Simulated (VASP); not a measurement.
A run of VASP 6.6.1:

INCAR

```
SYSTEM = KV2H6
PREC = Accurate
ENCUT = 520
EDIFF = 1E-7
ISMEAR = 0
SIGMA = 0.1
LREAL = .False.
LASPH = .True.
NELM = 150
ALGO = Normal
ISIF = 2
LWAVE = .False.
LCHARG = .False.
ISPIN = 2
MAGMOM = 0 2.51 2.51 0 0 0 0 0 0
LORBIT = 11
LMAXMIX = 4
GGA = PE
NBANDS = 34
```

The input KPOINTS:

```
regular mesh
0
Gamma
  10 10 10
  0 0 0
```

POSCAR

```
KV2H6
1.0
    0.0000000000      3.4049312370      3.4049312370
    3.4049312370      0.0000000000      3.4049312370
    3.4049312370      3.4049312370      0.0000000000
K V H
1 2 6
Direct
    0.0000000000      0.0000000000      0.0000000000
    0.7500000000      0.7500000000      0.7500000000
    0.2500000000      0.2500000000      0.2500000000
    0.6800023043      0.6800023043      0.3199976957
    0.3199976957      0.6800023043      0.3199976957
    0.6800023043      0.3199976957      0.3199976957
    0.3199976957      0.3199976957      0.6800023043
    0.6800023043      0.3199976957      0.6800023043
    0.3199976957      0.6800023043      0.6800023043
```

Potentials or basis: VASP PAW PBE potentials, release 64 (K_sv, V_sv, H).

Launch:

```bash
$ cat potpaw_PBE.64/K_sv/POTCAR potpaw_PBE.64/V_sv/POTCAR potpaw_PBE.64/H/POTCAR > POTCAR
$ mpirun -np 1 vasp_std > vasp.out
```

Hardware: 1 thread of Intel(R) Xeon(R) Platinum 8124M CPU @ 3.00GHz (Skylake/Cascade Lake), with other jobs on the host.

Question: How long does it take, and how much memory?

Answer: It took 3.4 min on 1 thread of Intel(R) Xeon(R) Platinum 8124M CPU @ 3.00GHz (Skylake/Cascade Lake) (shared host), peak memory 0.36 GiB. Counts: scf iterations 17, k points 47.
